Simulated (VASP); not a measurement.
# ZrC in VASP: notebook

Runs on ZrC. Level: PBE. Tasks: single point.

Everything below comes from runs of VASP 6.6.1. Logs are shortened: lines on timing, memory, paths and dates and some standing lists are left out, and cuts for length are marked.

## (1) The cell of the first run

Symmetry: Fm-3m, No. 225, cubic system. Conventional cell: a = 4.512 Å, b = 4.512 Å, c = 4.512 Å, α = 90.00°, β = 90.00°, γ = 90.00°. Within 3.0 Å of Zr (site symmetry m-3m) lie 6 C at 2.26 Å. Within 3.0 Å of C (site symmetry m-3m) lie 6 Zr at 2.26 Å.

## (2) Single point, PBE (strain -0.040 along x and y, -0.040 along z)

Input file INCAR:

```
  ALGO = Normal
  EDIFF = 1E-7
  ENCUT = 520
  GGA = PE
  ISIF = 2
  ISMEAR = 0
  LASPH = T
  LCHARG = F
  LREAL = F
  LWAVE = F
  NBANDS = 15
  NELM = 60
  PREC = Accurate
  SIGMA = 0.15
```

Input file KPOINTS:

```
k-points
0
Gamma
  18 18 18
```

Input file POSCAR:

```
ZrC
1.0
    0.0000000000      2.2562016000      2.2562016000
    2.2562016000      0.0000000000      2.2562016000
    2.2562016000      2.2562016000      0.0000000000
Zr C
1 1
Direct
    0.5000000000      0.5000000000      0.5000000000
    0.0000000000      0.0000000000      0.0000000000
```

Potentials or basis: VASP PAW PBE potentials, release 64 (Zr_sv, C).

On the command line:

```
> cat potpaw_PBE.64/Zr_sv/POTCAR potpaw_PBE.64/C/POTCAR > POTCAR
> mpirun -np 1 vasp_std > vasp.out
```

OUTCAR:

```text
EDIFF = 1E-7
   ENCUT = 520
   GGA = PE
   ISIF = 2
   ISMEAR = 0
   LASPH = T
   LREAL = F
   NELM = 60
   PREC = Accurate

 ion  position               nearest neighbor table
   1  0.500  0.500  0.500-   2 2.26   2 2.26   2 2.26   2 2.26   2 2.26   2 2.26
   2  0.000  0.000  0.000-   1 2.26   1 2.26   1 2.26   1 2.26   1 2.26   1 2.26

  LATTYP: Found a face centered cubic cell.
 ALAT       =     4.5124032000

  Lattice vectors:

 A1 = (   0.0000000000,   2.2562016000,   2.2562016000)
 A2 = (   2.2562016000,   0.0000000000,   2.2562016000)
 A3 = (   2.2562016000,   2.2562016000,   0.0000000000)

Analysis of symmetry for initial positions (statically):
=====================================================================
 Subroutine PRICEL returns:
 Original cell was already a primitive cell.

 Routine SETGRP: Setting up the symmetry group for a
 face centered cubic supercell.

 Subroutine GETGRP returns: Found 48 space group operations
 (whereof 48 operations were pure point group operations)
 out of a pool of 48 trial point group operations.

The static configuration has the point symmetry O_h .

Analysis of symmetry for dynamics (positions and initial velocities):
=====================================================================
 Subroutine PRICEL returns:
 Original cell was already a primitive cell.

 Routine SETGRP: Setting up the symmetry group for a
 face centered cubic supercell.

 Subroutine GETGRP returns: Found 48 space group operations
 (whereof 48 operations were pure point group operations)
 out of a pool of 48 trial point group operations.

The dynamic configuration has the point symmetry O_h .

 Subroutine INISYM returns: Found 48 space group operations
 (whereof 48 operations are pure point group operations),
 and found     1 'primitive' translations

----------------------------------------------------------------------------------------

                                     Primitive cell

  volume of cell :      22.9701

  direct lattice vectors                    reciprocal lattice vectors
     0.000000000  2.256201600  2.256201600    -0.221611402  0.221611402  0.221611402
     2.256201600  0.000000000  2.256201600     0.221611402 -0.221611402  0.221611402
     2.256201600  2.256201600  0.000000000     0.221611402  0.221611402 -0.221611402

  length of vectors
     3.190750902  3.190750902  3.190750902     0.383842208  0.383842208  0.383842208

  position of ions in fractional coordinates (direct lattice)
     0.500000000  0.500000000  0.500000000
     0.000000000  0.000000000  0.000000000

  ion indices of the primitive-cell ions
   primitive index   ion index
                 1           1
                 2           2

----------------------------------------------------------------------------------------

 KPOINTS: k-points

Automatic generation of k-mesh.
 Grid dimensions read from file:
 generate k-points for:   18   18   18

 Generating k-lattice:

  Cartesian coordinates                     Fractional coordinates (reciprocal lattice)
    -0.012311745  0.012311745  0.012311745     0.055555556  0.000000000  0.000000000
     0.012311745 -0.012311745  0.012311745     0.000000000  0.055555556  0.000000000
     0.012311745  0.012311745 -0.012311745     0.000000000  0.000000000  0.055555556

  Length of vectors
     0.021324567  0.021324567  0.021324567

  Shift w.r.t. Gamma in fractional coordinates (k-lattice)
     0.000000000  0.000000000  0.000000000

 Subroutine IBZKPT returns following result:
 ===========================================

 Found    195 irreducible k-points:

 Following reciprocal coordinates:
            Coordinates               Weight
  0.000000  0.000000  0.000000      1.000000
  0.055556  0.000000  0.000000      8.000000
  0.111111  0.000000  0.000000      8.000000
  0.166667  0.000000  0.000000      8.000000
  0.222222  0.000000  0.000000      8.000000
  0.277778  0.000000  0.000000      8.000000
[... 16 lines left out ...]
 -0.277778  0.055556  0.000000     24.000000
 -0.222222  0.055556  0.000000     24.000000
 [... further k-points ...]
   k-points           NKPTS =    195   k-points in BZ     NKDIM =    195   number of bands    NBANDS=     15
   number of dos      NEDOS =    301   number of ions     NIONS =      2
   total plane-waves  NPLWV =  13824
   dimension x,y,z NGX =    24 NGY =   24 NGZ =   24
   dimension x,y,z NGXF=    48 NGYF=   48 NGZF=   48
   ions per type =               1   1
   NGX,Y,Z   is equivalent  to a cutoff of  12.50, 12.50, 12.50 a.u.
   NGXF,Y,Z  is equivalent  to a cutoff of  25.01, 25.01, 25.01 a.u.
 SYSTEM =  unknown system
   PREC   = accura    normal or accurate (medium, high low for compatibility)
   ISTART =      0    job   : 0-new  1-cont  2-samecut
   ICHARG =      2    charge: 1-file 2-atom 10-const
   ISPIN  =      1    spin polarized calculation?
   LNONCOLLINEAR =      F non collinear calculations
   LSORBIT =      F    spin-orbit coupling
   LASPH  =      T    aspherical Exc in radial PAW
   ENCUT  =  520.0 eV  38.22 Ry    6.18 a.u.   5.93  5.93  5.93*2*pi/ulx,y,z
   NELM   =     60;   NELMIN=  2; NELMDL= -5     # of ELM steps
   EDIFF  = 0.1E-06   stopping-criterion for ELM
   LREAL  =      F    real-space projection
   EDIFFG = 0.1E-05   stopping-criterion for IOM
   NSW    =      0    number of steps for IOM
   IBRION =     -1    ionic relax: 0-MD 1-quasi-New 2-CG
   NFREE  =      0    steps in history (QN), initial steepest desc. (CG)
   ISIF   =      2    stress and relaxation
   ISYM   =      2    0-nonsym 1-usesym 2-fastsym
   POTIM  = 0.5000    time-step for ionic-motion
   TEBEG  =    0.0;   TEEND  =   0.0 temperature during run
   PSTRESS=    0.0 pullay stress
   NELECT =      16.0000    total number of electrons
   NUPDOWN=      -1.0000    fix difference up-down
   EMIN   =  10.00;   EMAX   =-10.00  energy-range for DOS
   EFERMI =   0.00;   METHOD = LEGACY
   ISMEAR =     0;   SIGMA  =   0.15  broadening in eV -4-tet -1-fermi 0-gaus
   EFERMI_NEDOS =   21; number of points for ismear=-14 and -15
   IALGO  =     38    algorithm
   IMIX   =      4    mixing-type and parameters
     AMIX     =   0.40;   BMIX     =  1.00
     AMIX_MAG =   1.60;   BMIX_MAG =  1.00
  volume/ion in A,a.u.               =      11.49        77.51
  Fermi-wavevector in a.u.,A,eV,Ry     =   1.451199  2.742368 28.653571  2.105978
  Thomas-Fermi vector in A             =   2.568723
   LORBIT       =      0    0 simple, 1 ext, 2 COOP (PROOUT), +10 PAW based schemes
   GGA     = PE    functional components
   LHFCALC =     F    Hartree Fock is set to
   AEXX    =    0.0000 exact exchange contribution
   IVDW    =     0    specifies the selected vdW correction
   LEPSILON=     F    determine dielectric tensor
   LRPA    =     F    only Hartree local field effects (RPA)
 non-spin polarized calculation
 Gauss-broadening in eV      SIGMA  =   0.15
  energy-cutoff  :      520.00
  volume of cell :       22.97
 maximum number of plane-waves:       636
   NGX = 11   NGY = 11   NGZ = 11

 number of electron      15.9999999 magnetization

 Free energy of the ion-electron system (eV)
  ---------------------------------------------------
  ext. energy  EPLUGINS =         0.00000000
  ---------------------------------------------------
  free energy    TOTEN  =       -19.13342390 eV

  energy without entropy =      -19.13017533  energy(sigma->0) =      -19.13179961

 E-fermi :  11.1110     XC(G=0): -12.7510

 val. band max:       11.1015676721   @ k =  -0.0556   0.0556   0.0000
 cond. band min:      11.1148270685   @ k =   0.0556   0.0556   0.0000
 fundamental gap:      0.0132593963
 Fermi energy:        11.1110136400

 k-point     1 :       0.0000    0.0000    0.0000
  band No.  band energies     occupation
      1     -36.5640      2.00000
      2     -14.1640      2.00000
      3     -14.1640      2.00000
      4     -14.1640      2.00000
      5      -0.6213      2.00000
      6      12.0506      0.00000
      7      12.0506      0.00000
      8      12.0506      0.00000
      9      12.2082      0.00000
     10      12.2082      0.00000
     11      12.2082      0.00000
     12      14.2591      0.00000
     13      14.2591      0.00000
     14      19.8642      0.00000
     15      21.7721      0.00000

 k-point     2 :       0.0556    0.0000    0.0000
  band No.  band energies     occupation
      1     -36.5587      2.00000
      2     -14.2085      2.00000
      3     -14.1675      2.00000
      4     -14.1675      2.00000
      5      -0.5337      2.00000
      6      11.3433      0.02853
      7      11.5381      0.00006
      8      11.5381      0.00006
      9      12.4236      0.00000
     10      12.4236      0.00000
     11      12.7527      0.00000
     12      14.7266      0.00000
     13      14.7266      0.00000
     14      20.0120      0.00000
     15      22.0035      0.00000

 k-point     3 :       0.1111    0.0000    0.0000
  band No.  band energies     occupation
      1     -36.5437      2.00000
      2     -14.3346      2.00000
      3     -14.1776      2.00000
      4     -14.1776      2.00000
      5      -0.2798      2.00000
      6      10.4526      2.00000
      7      10.7707      1.99866
      8      10.7707      1.99866
      9      12.7000      0.00000
     10      12.7000      0.00000
     11      13.2096      0.00000
     12      15.7223      0.00000
     13      15.7223      0.00000
     14      20.4098      0.00000
     15      22.6572      0.00000

 k-point     4 :       0.1667    0.0000    0.0000
  band No.  band energies     occupation
      1     -36.5205      2.00000
      2     -14.5222      2.00000
      3     -14.1928      2.00000
      4     -14.1928      2.00000
      5       0.1163      2.00000
      6       9.5142      2.00000
      7      10.0123      2.00000
      8      10.0123      2.00000
      9      13.0977      0.00000
     10      13.0977      0.00000
     11      13.5749      0.00000
     12      16.9020      0.00000
     13      16.9020      0.00000
     14      20.9311      0.00000
     15      23.6144      0.00000
[... 307 lines left out ...]
 k-point    22 :      -0.3333    0.0556    0.0000
  band No.  band energies     occupation
      1     -36.4208      2.00000
      2     -15.2290      2.00000
      3     -14.3012      2.00000
      4     -14.2422      2.00000
      5       1.9988      2.00000
      6       6.5746      2.00000
      7       8.0935      2.00000
      8       8.3731      2.00000
      9      14.8274      0.00000
     10      14.8612      0.00000
     11      15.9179      0.00000
     12      20.1361      0.00000
     13      20.8580      0.00000
     14      21.5646      0.00000
     15      26.7063      0.00000

 k-point    23 :      -0.2778    0.0556    0.0000
  band No.  band energies     occupation
      1     -36.4481      2.00000
      2     -15.0399      2.00000
      3     -14.2861      2.00000
      4     -14.2206      2.00000
      5       1.4184      2.00000
      6       7.3319      2.00000
      7       8.4532      2.00000
      8       8.8030      2.00000
      9      14.1354      0.00000
     10      14.3060      0.00000
     11      15.2579      0.00000
     12      19.0574      0.00000
     13      20.4827      0.00000
     14      21.4347      0.00000
     15      26.0131      0.00000

 k-point    24 :      -0.2222    0.0556    0.0000
  band No.  band energies     occupation
      1     -36.4782      2.00000
      2     -14.8232      2.00000
      3     -14.2655      2.00000
      4     -14.1998      2.00000
      5       0.8485      2.00000
      6       8.1657      2.00000
      7       8.9371      2.00000
      8       9.3296      2.00000
      9      13.5028      0.00000
     10      13.8702      0.00000
     11      14.6112      0.00000
     12      17.8499      0.00000
     13      19.2708      0.00000
     14      21.5614      0.00000
     15      25.1350      0.00000

 [... further k-points ...]

------------------------ aborting loop because EDIFF is reached ----------------------------------------

  FORCE on cell =-STRESS in cart. coord.  units (eV):
  Direction    XX          YY          ZZ          XY          YZ          ZX
  --------------------------------------------------------------------------------------
  -------------------------------------------------------------------------------------
  Total        5.3086828      5.3086828      5.3086828      0.0000000     -0.0000000      0.0000000
  in kB      370.2828991    370.2828991    370.2828991      0.0000000     -0.0000000      0.0000000
  external PRESSURE =     370.2828991 kB  Pullay stress =       0.0000000 kB

 VOLUME and BASIS-vectors are now :
 -----------------------------------------------------------------------------
  energy-cutoff  :      520.00
  volume of cell :       22.97
      direct lattice vectors                 reciprocal lattice vectors
     0.000000000  2.256201600  2.256201600    -0.221611402  0.221611402  0.221611402
     2.256201600  0.000000000  2.256201600     0.221611402 -0.221611402  0.221611402
     2.256201600  2.256201600  0.000000000     0.221611402  0.221611402 -0.221611402

 POSITION                                       TOTAL-FORCE (eV/Angst)
 -----------------------------------------------------------------------------------
      2.25620      2.25620      2.25620         0.000000     -0.000000     -0.000000
      0.00000      0.00000      0.00000        -0.000000      0.000000      0.000000
 -----------------------------------------------------------------------------------
    total drift:                                0.000000     -0.000000      0.000000

  FREE ENERGIE OF THE ION-ELECTRON SYSTEM (eV)
  ---------------------------------------------------
  free  energy   TOTEN  =       -19.1334239021 eV

  energy  without entropy=      -19.1301753256  energy(sigma->0) =      -19.13179961
```

Wall time 24 s (1 thread of Intel Xeon 6975P-C (Granite Rapids), shared host); peak memory 0.19 GiB.

Results:

```yaml
Free_energy: -19.1334 eV
Pressure: 37.0 GPa
Band_gap_on_the_k_mesh: zero (bands 8 and 9 overlap by 1.35 eV)
```

Caveat: the cell differs from its parent crystal (strain -0.040 along x and y, -0.040 along z); the cell stands under pressure.

(Part 1 of 2 ends here.)
